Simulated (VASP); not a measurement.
# V (Pm-3m) in VASP: further runs

Runs on V. Level: PBE. Tasks: single point.

All numbers are computed with VASP 6.6.1; they aren't measurements. Logs are shortened: lines on timing, memory, paths and dates and some standing lists are left out, and cuts for length are marked.

**1. The cell of the first run**

It takes space group Pm-3m (No. 221, cubic). The conventional cell has a = 2.497 Å, b = 2.497 Å, c = 2.497 Å, α = 90.00°, β = 90.00°, γ = 90.00°. V (site symmetry m-3m) has 6 V at 2.50 Å within 3.3 Å.

**2. Single point, PBE**

Input file INCAR:

```
SYSTEM = V
PREC = Accurate ; ENCUT = 520
EDIFF = 1E-6 ; ISMEAR = -1
SIGMA = 0.06122561905347299 ; LREAL = .FALSE.
LASPH = .TRUE. ; NELM = 80
ALGO = Normal ; ISIF = 2
LWAVE = .FALSE. ; LCHARG = .TRUE.
GGA = PE ; LELF = .TRUE.
LVHAR = .TRUE. ; NBANDS = 12
```

Input file KPOINTS:

```
regular mesh
0
G
  44 44 44
  0 0 0
```

Input file POSCAR:

```
V
1.0
    2.4970196270      0.0000000000      0.0000000000
    0.0000000000      2.4970196270      0.0000000000
    0.0000000000      0.0000000000      2.4970196270
V
1
Direct
    0.0000000000      0.0000000000      0.0000000000
```

Potentials or basis: VASP PAW PBE potentials, release 64 (V_sv).

Launch:

```bash
$ cat potpaw_PBE.64/V_sv/POTCAR > POTCAR
$ mpirun -np 1 vasp_std > vasp.out
```

OUTCAR:

```text
SYSTEM = V
   PREC = Accurate
   ENCUT = 520
   EDIFF = 1E-6
   ISMEAR = -1
   LREAL = .FALSE.
   LASPH = .TRUE.
   NELM = 80
   ISIF = 2
   GGA = PE

 ion  position               nearest neighbor table
   1  0.000  0.000  0.000-

  LATTYP: Found a simple cubic cell.
 ALAT       =     2.4970196270

  Lattice vectors:

 A1 = (   2.4970196270,   0.0000000000,   0.0000000000)
 A2 = (   0.0000000000,   2.4970196270,   0.0000000000)
 A3 = (   0.0000000000,   0.0000000000,   2.4970196270)

Analysis of symmetry for initial positions (statically):
=====================================================================
 Subroutine PRICEL returns:
 Original cell was already a primitive cell.

 Routine SETGRP: Setting up the symmetry group for a
 simple cubic supercell.

 Subroutine GETGRP returns: Found 48 space group operations
 (whereof 48 operations were pure point group operations)
 out of a pool of 48 trial point group operations.

The static configuration has the point symmetry O_h .

Analysis of symmetry for dynamics (positions and initial velocities):
=====================================================================
 Subroutine PRICEL returns:
 Original cell was already a primitive cell.

 Routine SETGRP: Setting up the symmetry group for a
 simple cubic supercell.

 Subroutine GETGRP returns: Found 48 space group operations
 (whereof 48 operations were pure point group operations)
 out of a pool of 48 trial point group operations.

The dynamic configuration has the point symmetry O_h .

 Subroutine INISYM returns: Found 48 space group operations
 (whereof 48 operations are pure point group operations),
 and found     1 'primitive' translations

----------------------------------------------------------------------------------------

                                     Primitive cell

  volume of cell :      15.5692

  direct lattice vectors                    reciprocal lattice vectors
     2.497019627  0.000000000  0.000000000     0.400477429  0.000000000  0.000000000
     0.000000000  2.497019627  0.000000000     0.000000000  0.400477429  0.000000000
     0.000000000  0.000000000  2.497019627     0.000000000  0.000000000  0.400477429

  length of vectors
     2.497019627  2.497019627  2.497019627     0.400477429  0.400477429  0.400477429

  position of ions in fractional coordinates (direct lattice)
     0.000000000  0.000000000  0.000000000

  ion indices of the primitive-cell ions
   primitive index   ion index
                 1           1

----------------------------------------------------------------------------------------

 KPOINTS: regular mesh

Automatic generation of k-mesh.
 Grid dimensions read from file:
 generate k-points for:   44   44   44

 Generating k-lattice:

  Cartesian coordinates                     Fractional coordinates (reciprocal lattice)
     0.009101760  0.000000000  0.000000000     0.022727273  0.000000000  0.000000000
     0.000000000  0.009101760  0.000000000     0.000000000  0.022727273  0.000000000
     0.000000000  0.000000000  0.009101760     0.000000000  0.000000000  0.022727273

  Length of vectors
     0.009101760  0.009101760  0.009101760

  Shift w.r.t. Gamma in fractional coordinates (k-lattice)
     0.000000000  0.000000000  0.000000000

 Subroutine IBZKPT returns following result:
 ===========================================

 Found   2300 irreducible k-points:

 Following reciprocal coordinates:
            Coordinates               Weight
  0.000000  0.000000  0.000000      1.000000
  0.022727  0.000000  0.000000      6.000000
  0.045455  0.000000  0.000000      6.000000
  0.068182  0.000000  0.000000      6.000000
  0.090909  0.000000  0.000000      6.000000
  0.113636  0.000000  0.000000      6.000000
[... 16 lines left out ...]
  0.500000  0.000000  0.000000      3.000000
  0.022727  0.022727  0.000000     12.000000
 [... further k-points ...]
   k-points           NKPTS =   2300   k-points in BZ     NKDIM =   2300   number of bands    NBANDS=     12
   number of dos      NEDOS =    301   number of ions     NIONS =      1
   total plane-waves  NPLWV =   8000
   dimension x,y,z NGX =    20 NGY =   20 NGZ =   20
   dimension x,y,z NGXF=    40 NGYF=   40 NGZF=   40
   ions per type =               1
   NGX,Y,Z   is equivalent  to a cutoff of  13.32, 13.32, 13.32 a.u.
   NGXF,Y,Z  is equivalent  to a cutoff of  26.63, 26.63, 26.63 a.u.
 SYSTEM =  V
   PREC   = accura    normal or accurate (medium, high low for compatibility)
   ISTART =      0    job   : 0-new  1-cont  2-samecut
   ICHARG =      2    charge: 1-file 2-atom 10-const
   ISPIN  =      1    spin polarized calculation?
   LNONCOLLINEAR =      F non collinear calculations
   LSORBIT =      F    spin-orbit coupling
   LASPH  =      T    aspherical Exc in radial PAW
   ENCUT  =  520.0 eV  38.22 Ry    6.18 a.u.   4.64  4.64  4.64*2*pi/ulx,y,z
   NELM   =     80;   NELMIN=  2; NELMDL= -5     # of ELM steps
   EDIFF  = 0.1E-05   stopping-criterion for ELM
   LREAL  =      F    real-space projection
   EDIFFG = 0.1E-04   stopping-criterion for IOM
   NSW    =      0    number of steps for IOM
   IBRION =     -1    ionic relax: 0-MD 1-quasi-New 2-CG
   NFREE  =      0    steps in history (QN), initial steepest desc. (CG)
   ISIF   =      2    stress and relaxation
   ISYM   =      2    0-nonsym 1-usesym 2-fastsym
   POTIM  = 0.5000    time-step for ionic-motion
   TEBEG  =    0.0;   TEEND  =   0.0 temperature during run
   PSTRESS=    0.0 pullay stress
   NELECT =      13.0000    total number of electrons
   NUPDOWN=      -1.0000    fix difference up-down
   EMIN   =  10.00;   EMAX   =-10.00  energy-range for DOS
   EFERMI =   0.00;   METHOD = LEGACY
   ISMEAR =    -1;   SIGMA  =   0.06  broadening in eV -4-tet -1-fermi 0-gaus
   EFERMI_NEDOS =   21; number of points for ismear=-14 and -15
   IALGO  =     38    algorithm
   IMIX   =      4    mixing-type and parameters
     AMIX     =   0.40;   BMIX     =  1.00
     AMIX_MAG =   1.60;   BMIX_MAG =  1.00
  volume/ion in A,a.u.               =      15.57       105.07
  Fermi-wavevector in a.u.,A,eV,Ry     =   1.541584  2.913172 32.334010  2.376483
  Thomas-Fermi vector in A             =   2.647510
   LORBIT       =      0    0 simple, 1 ext, 2 COOP (PROOUT), +10 PAW based schemes
   GGA     = PE    functional components
   LHFCALC =     F    Hartree Fock is set to
   AEXX    =    0.0000 exact exchange contribution
   IVDW    =     0    specifies the selected vdW correction
   LEPSILON=     F    determine dielectric tensor
   LRPA    =     F    only Hartree local field effects (RPA)
 non-spin polarized calculation
  energy-cutoff  :      520.00
  volume of cell :       15.57
 maximum number of plane-waves:       443
 NGX is ok and might be reduce to    20
   NGX =  9   NGY =  9   NGZ =  9

 number of electron      12.9999993 magnetization

 Free energy of the ion-electron system (eV)
  ---------------------------------------------------
  ext. energy  EPLUGINS =         0.00000000
  ---------------------------------------------------
  free energy    TOTEN  =        -8.13526638 eV

  energy without entropy =       -8.11642771  energy(sigma->0) =       -8.12584704

 E-fermi :   8.1637     XC(G=0): -12.0238

 val. band max:        8.1636624232   @ k =   0.2727   0.2273   0.0000
 cond. band min:       8.1642320127   @ k =   0.4318   0.2045   0.1818
 fundamental gap:      0.0005695895
 Fermi energy:         8.1637113053

 k-point     1 :       0.0000    0.0000    0.0000
  band No.  band energies     occupation
      1     -55.7380      2.00000
      2     -29.0840      2.00000
      3     -29.0840      2.00000
      4     -29.0840      2.00000
      5       1.9682      2.00000
      6       6.1981      2.00000
      7       6.1981      2.00000
      8      11.4323      0.00000
      9      11.4323      0.00000
     10      11.4323      0.00000
     11      25.7250      0.00000
     12      25.7250      0.00000

 k-point     2 :       0.0227    0.0000    0.0000
  band No.  band energies     occupation
      1     -55.7373      2.00000
      2     -29.0886      2.00000
      3     -29.0836      2.00000
      4     -29.0836      2.00000
      5       1.9830      2.00000
      6       6.2014      2.00000
      7       6.2086      2.00000
      8      11.4213      0.00000
      9      11.4213      0.00000
     10      11.4332      0.00000
     11      25.5719      0.00000
     12      25.7478      0.00000

 k-point     3 :       0.0455    0.0000    0.0000
  band No.  band energies     occupation
      1     -55.7353      2.00000
      2     -29.1025      2.00000
      3     -29.0824      2.00000
      4     -29.0824      2.00000
      5       2.0270      2.00000
      6       6.2114      2.00000
      7       6.2399      2.00000
      8      11.3886      0.00000
      9      11.3886      0.00000
     10      11.4356      0.00000
     11      25.1616      0.00000
     12      25.8161      0.00000
[... 286 lines left out ...]
 k-point    23 :       0.5000    0.0000    0.0000
  band No.  band energies     occupation
      1     -55.6052      2.00000
      2     -29.9648      2.00000
      3     -29.0057      2.00000
      4     -29.0057      2.00000
      5       5.9535      2.00000
      6       6.9063      2.00000
      7       7.9359      1.95274
      8       9.6099      0.00000
      9       9.6099      0.00000
     10      11.5970      0.00000
     11      15.3649      0.00000
     12      27.0258      0.00000

 k-point    24 :       0.0227    0.0227    0.0000
  band No.  band energies     occupation
      1     -55.7367      2.00000
      2     -29.0885      2.00000
      3     -29.0879      2.00000
      4     -29.0832      2.00000
      5       1.9977      2.00000
      6       6.2083      2.00000
      7       6.2155      2.00000
      8      11.4102      0.00000
      9      11.4197      0.00000
     10      11.4246      0.00000
     11      25.5864      0.00000
     12      25.6015      0.00000

 [... further k-points ...]
[... 5 lines left out ...]
  --------------------------------------------------------------------------------------
  -------------------------------------------------------------------------------------
  Total       -0.6755409     -0.6755409     -0.6755409      0.0000000      0.0000000     -0.0000000
  in kB      -69.5178562    -69.5178562    -69.5178562      0.0000000      0.0000000     -0.0000000
  external PRESSURE =     -69.5178562 kB  Pullay stress =       0.0000000 kB

 VOLUME and BASIS-vectors are now :
 -----------------------------------------------------------------------------
  energy-cutoff  :      520.00
  volume of cell :       15.57
      direct lattice vectors                 reciprocal lattice vectors
     2.497019627  0.000000000  0.000000000     0.400477429  0.000000000  0.000000000
     0.000000000  2.497019627  0.000000000     0.000000000  0.400477429  0.000000000
     0.000000000  0.000000000  2.497019627     0.000000000  0.000000000  0.400477429

 POSITION                                       TOTAL-FORCE (eV/Angst)
 -----------------------------------------------------------------------------------
      0.00000      0.00000      0.00000         0.000000      0.000000      0.000000
 -----------------------------------------------------------------------------------
    total drift:                               -0.000000      0.000000      0.000000

  FREE ENERGIE OF THE ION-ELECTRON SYSTEM (eV)
  ---------------------------------------------------
  free  energy   TOTEN  =        -8.1352663831 eV

  energy  without entropy=       -8.1164277066  energy(sigma->0) =       -8.12584704
```

It took 2.1 min on 1 thread of Intel Xeon 6975P-C (Granite Rapids), shared host; peak memory 0.49 GiB.

What came out:

```
Free energy : -8.1353 eV
Pressure    : -7.0 GPa
```

**3. Single point, PBE**

This run uses another cell than the first one, of 14.69 Å³/atom, 0.943 times its volume.

Input file INCAR:

```
SYSTEM = V
  PREC = Accurate
  ENCUT = 520
  EDIFF = 1E-6
  ISMEAR = -1
  SIGMA = 0.06122561905347299
  LREAL = .False.
  LASPH = .True.
  NELM = 80
  ALGO = Normal
  ISIF = 2
  LWAVE = .False.
  LCHARG = .False.
  GGA = PE
  NBANDS = 12
```

Input file KPOINTS:

```
regular mesh
0
Gamma
  44 44 44
  0 0 0
```

Input file POSCAR:

```
V
1.0
    2.4489880591      0.0000000000      0.0000000000
    0.0000000000      2.4489880591      0.0000000000
    0.0000000000      0.0000000000      2.4489880591
V
1
Direct
    0.0000000000      0.0000000000      0.0000000000
```

Potentials or basis: VASP PAW PBE potentials, release 64 (V_sv).

Launch:

```bash
$ cat potpaw_PBE.64/V_sv/POTCAR > POTCAR
$ mpirun -np 1 vasp_std > vasp.out
```

It took 4.4 min on 1 thread of Oxide Virtual Turin-like, shared host; peak memory 0.42 GiB.

The run converged. Its results:

- Free energy: -8.1543 eV
- Pressure: 0.2 GPa

Levels at points of the mesh, in eV from the Fermi level:
| k point | band 3 | band 4 | band 5 | band 6 | band 7 | band 8 | band 9 | band 10 | band 11 | band 12 |
| --- | --- | --- | --- | --- | --- | --- | --- | --- | --- | --- |
| (0.00, 0.00, 0.00) | -37.12 | -37.12 | -6.35 | -2.13 | -2.13 | 3.51 | 3.51 | 3.51 | 18.26 | 18.26 |
| (0.50, 0.00, 0.00) | -37.03 | -37.03 | -2.24 | -1.37 | -0.18 | 1.52 | 1.52 | 3.69 | 7.75 | 19.29 |
| (0.50, 0.50, 0.00) | -38.01 | -36.94 | -3.55 | -0.70 | 1.96 | 1.96 | 4.74 | 6.13 | 6.13 | 12.62 |
| (0.50, 0.50, 0.50) | -37.87 | -37.87 | -1.93 | -1.93 | -1.93 | 4.85 | 4.85 | 10.37 | 13.41 | 13.41 |

**4. Single point, PBE**

This run uses another cell than the first one, of 14.98 Å³/atom, 0.962 times its volume.

Input file INCAR:

```
PREC = Accurate
ENCUT = 520
EDIFF = 1E-6
ISMEAR = -1
SIGMA = 0.06122561905347299
LREAL = False
LASPH = True
NELM = 100
ALGO = Normal
ISIF = 2
LWAVE = False
LCHARG = False
GGA = PE
NBANDS = 12
```

Input file KPOINTS:

```
Automatic mesh
0
Gamma
  44 44 44
```

Input file POSCAR:

```
V
1.0
    2.4652069957      0.0000000000      0.0000000000
    0.0000000000      2.4652069957      0.0000000000
    0.0000000000      0.0000000000      2.4652069957
V
1
Direct
    0.0000000000      0.0000000000      0.0000000000
```

Launch:

```bash
$ cat potpaw_PBE.64/V_sv/POTCAR > POTCAR
$ mpirun -np 1 vasp_std > vasp.out
```

Wall time 5.5 min (1 thread of Oxide Virtual Turin-like, shared host); peak memory 0.44 GiB.

It converged, with:

```yaml
Free_energy: -8.1525 eV
Pressure: -2.4 GPa
```

Levels at points of the mesh, in eV from the Fermi level:
| k point | band 3 | band 4 | band 5 | band 6 | band 7 | band 8 | band 9 | band 10 | band 11 | band 12 |
| --- | --- | --- | --- | --- | --- | --- | --- | --- | --- | --- |
| (0.00, 0.00, 0.00) | -37.17 | -37.17 | -6.30 | -2.07 | -2.07 | 3.43 | 3.43 | 3.43 | 18.02 | 18.02 |
| (0.50, 0.00, 0.00) | -37.08 | -37.08 | -2.23 | -1.33 | -0.20 | 1.50 | 1.50 | 3.60 | 7.56 | 19.14 |
| (0.50, 0.50, 0.00) | -38.00 | -36.99 | -3.44 | -0.69 | 1.92 | 1.92 | 4.62 | 6.00 | 6.00 | 12.44 |
| (0.50, 0.50, 0.50) | -37.87 | -37.87 | -1.87 | -1.87 | -1.87 | 4.73 | 4.73 | 10.34 | 13.13 | 13.13 |

**5. Overview**

| cell | gap on the mesh (eV) | pressure (GPa) |
| --- | --- | --- |
| a = 2.497 Å, 1 atom | none | -7.0 |
| a = 2.449 Å, 1 atom | none | 0.2 |
| a = 2.465 Å, 1 atom | none | -2.4 |

Alike in all rows: task single point; level PBE; potentials or basis VASP PAW PBE potentials, release 64 (V_sv); no spin polarisation; k mesh 44 × 44 × 44; cutoff (eV) 520; smearing fermi-dirac 0.0612256 eV.

Total energies depend on the potentials used, so only differences within one code and one set of settings carry meaning.
